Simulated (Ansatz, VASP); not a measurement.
## MgO: VASP beside Ansatz

```
CELL_PARAMETERS angstrom
0.00000 2.10217 2.10217
2.10217 0.00000 2.10217
2.10217 2.10217 0.00000
ATOMIC_POSITIONS crystal
Mg 0.00000 0.00000 0.00000
O 0.50000 0.50000 0.50000
```

Alike in both runs: task single point; functional PBE; k mesh 10 × 10 × 10; no spin polarisation.

|  | VASP | Ansatz |
| --- | --- | --- |
| version | VASP 6.6.1 | Ansatz 0.2.0 |
| potentials or method | VASP PAW PBE potentials, release 64 (Mg, O) | plane waves, PAW |
| plane-wave cutoff (eV) | 600 | 420 |
| occupations | gaussian, width 0.01 eV | fixed |
| valence electrons in the cell | 8 | 16 |

Ansatz gave:

* gap on the k mesh at the Fermi level (eV): 4.80

Q: What did VASP give for the same quantities?

A: gap on the k mesh at the Fermi level (eV): 4.78.

VASP's potentials hold 8 valence electrons a cell and Ansatz's 16, so a difference there can come from the potentials and not from the codes.
